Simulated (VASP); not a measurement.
KBr, 2 atoms in the cell. The structure is cubic, space group Fm-3m (No. 225). Conventional cell: a = 7.074 Å, b = 7.074 Å, c = 7.074 Å, α = 90.00°, β = 90.00°, γ = 90.00°. K (site symmetry m-3m) has 6 Br at 3.54 Å within 4.6 Å. Br (site symmetry m-3m) has 6 K at 3.54 Å within 4.6 Å.  This cell differs from its parent crystal: strain +0.080 along x and y, +0.080 along z.

```yaml
Program: VASP 6.6.1
Task: single point
Functional: PBEsol
Potentials_or_basis: VASP PAW PBE potentials, release 64 (K_sv, Br)
Cutoff: 520 eV
k_mesh: 6 × 6 × 6
Occupations: gaussian, width 0.05 eV
Spin: no spin polarisation
Dipole_correction: no
Further_INCAR_settings: ALGO = Normal; EDIFF = 1e-06; NBANDS = 15
```

Potentials or basis: VASP PAW PBE potentials, release 64 (K_sv, Br).

Launch:

```sh
$ cat potpaw_PBE.64/K_sv/POTCAR potpaw_PBE.64/Br/POTCAR > POTCAR
$ mpirun -np 1 vasp_std > vasp.out
```

Hardware: 1 thread of AMD EPYC 7R13 (shared host).

Q: How long does it take, and how much memory?

A: Run time: 51 s on 1 thread of AMD EPYC 7R13, on a shared host, peak memory 0.21 GiB. Counts: scf iterations 14, k points 16.
